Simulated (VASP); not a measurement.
# ReSe3 (Im-3m) in VASP: further runs

The runs below take ReSe3 through single point, relaxation of cell and atoms, with PBE.

Everything below comes from runs of VASP 6.6.1. Logs are shortened: lines on timing, memory, paths and dates and some standing lists are left out, and cuts for length are marked.

## 1. The cell of the first run

Symmetry: Im-3m, No. 229, cubic system. The conventional cell has a = 5.323 Å, b = 5.323 Å, c = 5.323 Å, α = 90.00°, β = 90.00°, γ = 90.00°. Within 3.5 Å of Re (site symmetry m-3m) lie 6 Se at 2.66 Å. Within 3.5 Å of Se (site symmetry 4/mmm) lie 2 Re at 2.66 Å and 4 Se at 2.66 Å.

The cell was built from a structure type or drawn by symmetry, and may not be a known phase.

## 2. Single point, PBE, collinear spin

INCAR

```
SYSTEM = ReSe3
PREC     = Accurate       ! precision mode
ENCUT    = 520            ! plane-wave cutoff, eV
EDIFF    = 1E-6           ! SCF threshold, eV
ISMEAR   = 0              ! smearing method
SIGMA    = 0.1            ! smearing width, eV
LREAL    = .False.        ! projectors in reciprocal space
LASPH    = .True.         ! aspherical terms in the spheres
NELM     = 150            ! most SCF steps
ALGO     = Normal         ! electronic algorithm
ISIF     = 2              ! what is computed and relaxed
LWAVE    = .False.        ! write WAVECAR
LCHARG   = .True.         ! write CHGCAR
ISPIN    = 2              ! spin polarisation
MAGMOM   = 1 0 0 0        ! initial moments
LORBIT   = 11             ! projections on sites
LMAXMIX  = 4              ! l up to which the mixer works
GGA      = PE             ! functional
LELF     = .True.         ! ELF
LVHAR    = .True.       
NBANDS   = 24             ! bands
```

KPOINTS

```
Automatic mesh
0
Gamma
  4 4 4
  0 0 0
```

POSCAR

```
ReSe3
1.0
   -2.6614646522      2.6614646522      2.6614646522
    2.6614646522     -2.6614646522      2.6614646522
    2.6614646522      2.6614646522     -2.6614646522
Re Se
1 3
Direct
    0.0000000000      0.0000000000      0.0000000000
    0.0000000000      0.5000000000      0.5000000000
    0.5000000000      0.0000000000      0.5000000000
    0.5000000000      0.5000000000      0.0000000000
```

Potentials or basis: VASP PAW PBE potentials, release 64 (Re, Se).

Started as:

```sh
cat potpaw_PBE.64/Re/POTCAR potpaw_PBE.64/Se/POTCAR > POTCAR
mpirun -np 1 vasp_std > vasp.out
```

OUTCAR:

```text
SYSTEM = ReSe3
   PREC = Accurate
   ENCUT = 520
   EDIFF = 1E-6
   ISMEAR = 0
   LREAL = .False.
   LASPH = .True.
   NELM = 150
   ISIF = 2
   ISPIN = 2
   LORBIT = 11
   GGA = PE

 ion  position               nearest neighbor table
   1  0.000  0.000  0.000-   2 2.66   3 2.66   4 2.66   2 2.66   3 2.66   4 2.66
   2  0.000  0.500  0.500-   1 2.66   3 2.66   4 2.66   1 2.66   4 2.66   3 2.66
   3  0.500  0.000  0.500-   1 2.66   2 2.66   4 2.66   4 2.66   1 2.66   2 2.66
   4  0.500  0.500  0.000-   1 2.66   2 2.66   3 2.66   3 2.66   2 2.66   1 2.66

  LATTYP: Found a body centered cubic cell.
 ALAT       =     5.3229293044

  Lattice vectors:

 A1 = (  -2.6614646522,   2.6614646522,   2.6614646522)
 A2 = (   2.6614646522,  -2.6614646522,   2.6614646522)
 A3 = (   2.6614646522,   2.6614646522,  -2.6614646522)

Analysis of symmetry for initial positions (statically):
=====================================================================
 Subroutine PRICEL returns:
 Original cell was already a primitive cell.

 Routine SETGRP: Setting up the symmetry group for a
 body centered cubic supercell.

 Subroutine GETGRP returns: Found 48 space group operations
 (whereof 48 operations were pure point group operations)
 out of a pool of 48 trial point group operations.

The static configuration has the point symmetry O_h .

Analysis of symmetry for dynamics (positions and initial velocities):
=====================================================================
 Subroutine PRICEL returns:
 Original cell was already a primitive cell.

 Routine SETGRP: Setting up the symmetry group for a
 body centered cubic supercell.

 Subroutine GETGRP returns: Found 48 space group operations
 (whereof 48 operations were pure point group operations)
 out of a pool of 48 trial point group operations.

The dynamic configuration has the point symmetry O_h .

Analysis of structural, dynamic, and magnetic symmetry:
=====================================================================
 Subroutine PRICEL returns:
 Original cell was already a primitive cell.

 Routine SETGRP: Setting up the symmetry group for a
 body centered cubic supercell.

 Subroutine GETGRP returns: Found 48 space group operations
 (whereof 48 operations were pure point group operations)
 out of a pool of 48 trial point group operations.

The overall configuration has the point symmetry O_h .

 Subroutine INISYM returns: Found 48 space group operations
 (whereof 48 operations are pure point group operations),
 and found     1 'primitive' translations

----------------------------------------------------------------------------------------

[... 109 lines left out ...]
   LRPA    =     F    only Hartree local field effects (RPA)
 spin polarized calculation
 Gauss-broadening in eV      SIGMA  =   0.10
  energy-cutoff  :      520.00
  volume of cell :       75.41
 maximum number of plane-waves:      2038
 NGX is ok and might be reduce to    36
   NGX = 17   NGY = 17   NGZ = 17

 number of electron      25.0000003 magnetization       1.2735543

 Free energy of the ion-electron system (eV)
  ---------------------------------------------------
  ext. energy  EPLUGINS =         0.00000000
  ---------------------------------------------------
  free energy    TOTEN  =       -20.20533317 eV

  energy without entropy =      -20.18349305  energy(sigma->0) =      -20.19441311

 E-fermi :   6.6532     XC(G=0): -11.1379

 val. band max:        6.5776999025   @ k =   0.2500   0.2500   0.0000
 cond. band min:       6.6594554802   @ k =   0.2500   0.2500   0.0000
 fundamental gap:      0.0817555777
 Fermi energy:         6.6531960150

 spin component 1

 k-point     1 :       0.0000    0.0000    0.0000
  band No.  band energies     occupation
      1     -10.4603      1.00000
      2      -5.8483      1.00000
      3      -5.8483      1.00000
      4       0.2713      1.00000
      5       0.2713      1.00000
      6       0.2713      1.00000
[... 205 lines left out ...]
     23      16.4753      0.00000
     24      17.5117      0.00000
 Fermi energy:         6.6531960150

 spin component 2

 k-point     1 :       0.0000    0.0000    0.0000
  band No.  band energies     occupation
      1     -10.4110      1.00000
      2      -5.8024      1.00000
      3      -5.8024      1.00000
      4       0.3277      1.00000
      5       0.3277      1.00000
      6       0.3277      1.00000
[... 205 lines left out ...]
     23      16.5737      0.00000
     24      17.6830      0.00000

------------------------ aborting loop because EDIFF is reached ----------------------------------------

  FORCE on cell =-STRESS in cart. coord.  units (eV):
  Direction    XX          YY          ZZ          XY          YZ          ZX
  --------------------------------------------------------------------------------------
  -------------------------------------------------------------------------------------
  Total       -0.0016235     -0.0016235     -0.0016235      0.0000000     -0.0000000     -0.0000000
  in kB       -0.0344945     -0.0344945     -0.0344945      0.0000000     -0.0000000     -0.0000000
  external PRESSURE =      -0.0344945 kB  Pullay stress =       0.0000000 kB

 VOLUME and BASIS-vectors are now :
 -----------------------------------------------------------------------------
  energy-cutoff  :      520.00
  volume of cell :       75.41
      direct lattice vectors                 reciprocal lattice vectors
    -2.661464652  2.661464652  2.661464652     0.000000000  0.187866482  0.187866482
     2.661464652 -2.661464652  2.661464652     0.187866482  0.000000000  0.187866482
     2.661464652  2.661464652 -2.661464652     0.187866482  0.187866482  0.000000000

 POSITION                                       TOTAL-FORCE (eV/Angst)
 -----------------------------------------------------------------------------------
      0.00000      0.00000      0.00000         0.000000     -0.000000      0.000000
      2.66146      0.00000      0.00000        -0.000000      0.000000     -0.000000
      0.00000      2.66146      0.00000         0.000000     -0.000000      0.000000
      0.00000      0.00000      2.66146        -0.000000      0.000000     -0.000000
 -----------------------------------------------------------------------------------
    total drift:                                0.000000      0.000000     -0.000000

  FREE ENERGIE OF THE ION-ELECTRON SYSTEM (eV)
  ---------------------------------------------------
  free  energy   TOTEN  =       -20.2053331712 eV

  energy  without entropy=      -20.1834930511  energy(sigma->0) =      -20.19441311

 total charge

# of ion       s       p       d       tot
------------------------------------------
    1        0.409   0.305   4.942   5.656
    2        1.493   2.179   0.098   3.769
    3        1.493   2.179   0.098   3.769
    4        1.493   2.179   0.098   3.769
--------------------------------------------------
tot          4.887   6.842   5.236  16.964

 magnetization (x)

# of ion       s       p       d       tot
------------------------------------------
    1        0.045   0.008   1.041   1.094
    2        0.005   0.004   0.011   0.019
    3        0.005   0.004   0.011   0.019
    4        0.005   0.004   0.011   0.019
--------------------------------------------------
tot          0.059   0.019   1.073   1.151
```

Wall time 25 s (1 thread of Intel Xeon 6975P-C (Granite Rapids), shared host); peak memory 0.24 GiB.

Results:

```yaml
Free_energy: -20.2053 eV
Pressure: 0.0 GPa
Net_moment: 1.27 μB per cell
Site_moments: Re +1.09; Se +0.02 μB
Valence_electrons_inside_the_program's_atomic_spheres: Re 5.66; Se 3.77
```

Levels at points of the mesh, in eV from the Fermi level:
Spin up:
```
           k point  band 11  band 12  band 13  band 14  band 15  band 16
(0.00, 0.00, 0.00)    -2.17    -2.17    -0.52    -0.52     0.23     3.09
(0.50, 0.00, 0.00)    -2.46    -0.97    -0.36    -0.26     1.22     3.42
(0.50, 0.50, 0.50)    -1.11    -1.11    -0.38    -0.38     1.03     3.50
```
Spin down:
```csv
k point,band 10,band 11,band 12,band 13,band 14,band 15
"(0.00, 0.00, 0.00)",-1.69,-1.69,-1.69,0.21,0.21,0.69
"(0.50, 0.00, 0.00)",-2.46,-2.34,-0.35,0.22,0.45,1.71
"(0.50, 0.50, 0.50)",-0.50,-0.50,-0.50,0.40,0.40,1.49
```

Caveat: the k points lie up to 0.42 Å⁻¹ apart; spin-orbit coupling is left out, which moves the levels of the heavy elements.

## 3. Relaxation of cell and atoms, PBE, collinear spin

This run uses another cell than the first one, of 28.70 Å³/atom.

INCAR

```
SYSTEM = ReSe3
ALGO = Normal
EDIFF = 1E-6
EDIFFG = -0.04
ENCUT = 600
GGA = PE
IBRION = 2
ISIF = 3
ISMEAR = 0
ISPIN = 2
LASPH = .True.
LCHARG = .False.
LMAXMIX = 4
LORBIT = 11
LREAL = .False.
LWAVE = .False.
MAGMOM = 1 0 0 0
NELM = 150
NSW = 90
PREC = Accurate
SIGMA = 0.1
```

KPOINTS

```
k-points
0
Gamma
  4 4 4
  0 0 0
```

POSCAR

```
ReSe3
1.0
   -3.0616979700      3.0616979700      3.0616979700
    3.0616979700     -3.0616979700      3.0616979700
    3.0616979700      3.0616979700     -3.0616979700
Re Se
1 3
Direct
    0.0000000000      0.0000000000      0.0000000000
    0.0000000000      0.5000000000      0.5000000000
    0.5000000000      0.0000000000      0.5000000000
    0.5000000000      0.5000000000      0.0000000000
```

Potentials or basis: VASP PAW PBE potentials, release 64 (Re, Se).

Started as:

```sh
cat potpaw_PBE.64/Re/POTCAR potpaw_PBE.64/Se/POTCAR > POTCAR
mpirun -np 1 vasp_std > vasp.out
```

Run time: 6.5 min. Hardware: 1 thread of Intel Xeon 6975P-C (Granite Rapids), shared host; peak memory 0.34 GiB.

The run converged. Its results:

```
Free energy                                           : -20.2074 eV
Relaxed volume                                        : 18.82 Å³/atom
Relaxed cell                                          : a = 4.607 Å, b = 4.607 Å, c = 4.607 Å, α = 109.47°, β = 109.47°, γ = 109.47°
Space group after relaxing (to 0.1 Å)                 : Im-3m (No. 229)
Energy gained by relaxing                             : 672.6 meV/atom
Ionic steps                                           : 4
Pressure after relaxing                               : 0.2 GPa
Net moment                                            : 1.26 μB per cell
Site moments                                          : Re +1.08; Se +0.02 μB
Valence electrons inside the program's atomic spheres : Re 5.66; Se 3.77
```

The path:
```csv
step,energy change (eV),largest force (eV/Å),pressure (GPa),volume (Å³)
1,0.0000,0.0000,-12.97,114.80
2,-2.6100,0.0000,-5.02,80.36
3,-2.6862,0.0000,-1.25,76.46
4,-2.6903,0.0000,0.20,75.27
```

Final structure:
```cif
data_structure
_symmetry_space_group_name_H-M 'P 1'
_symmetry_Int_Tables_number 1
_cell_length_a 4.6070
_cell_length_b 4.6070
_cell_length_c 4.6070
_cell_angle_alpha 109.471
_cell_angle_beta 109.471
_cell_angle_gamma 109.471
_cell_volume 75.27
loop_
_atom_site_label
_atom_site_type_symbol
_atom_site_fract_x
_atom_site_fract_y
_atom_site_fract_z
_atom_site_occupancy
Re1 Re 0.00000 0.00000 0.00000 1
Se1 Se 0.00000 0.50000 0.50000 1
Se2 Se 0.50000 0.00000 0.50000 1
Se3 Se 0.50000 0.50000 0.00000 1
```

Levels at points of the mesh, in eV from the Fermi level:
Spin up:
```tsv
k point	band 10	band 11	band 12	band 13	band 14	band 15	band 16	band 17
(0.00, 0.00, 0.00)	-2.17	-2.17	-2.17	-0.52	-0.52	0.24	3.10	3.10
(0.50, 0.00, 0.00)	-2.52	-2.46	-0.97	-0.36	-0.26	1.23	3.43	4.39
(0.50, 0.50, 0.50)	-1.11	-1.11	-1.11	-0.38	-0.38	1.04	3.51	3.51
```
Spin down:
```tsv
k point	band 8	band 9	band 10	band 11	band 12	band 13	band 14	band 15	band 16	band 17
(0.00, 0.00, 0.00)	-3.54	-3.54	-1.70	-1.70	-1.70	0.21	0.21	0.69	3.16	3.16
(0.50, 0.00, 0.00)	-2.96	-2.75	-2.47	-2.34	-0.35	0.22	0.45	1.71	3.49	4.90
(0.50, 0.50, 0.50)	-2.39	-2.39	-0.51	-0.51	-0.51	0.40	0.40	1.49	3.55	3.55
```

Caveat: the k points lie up to 0.42 Å⁻¹ apart in the final cell; the volume moved by over 15 % at a fixed basis, so the end points are rough; spin-orbit coupling is left out, which moves the levels of the heavy elements.
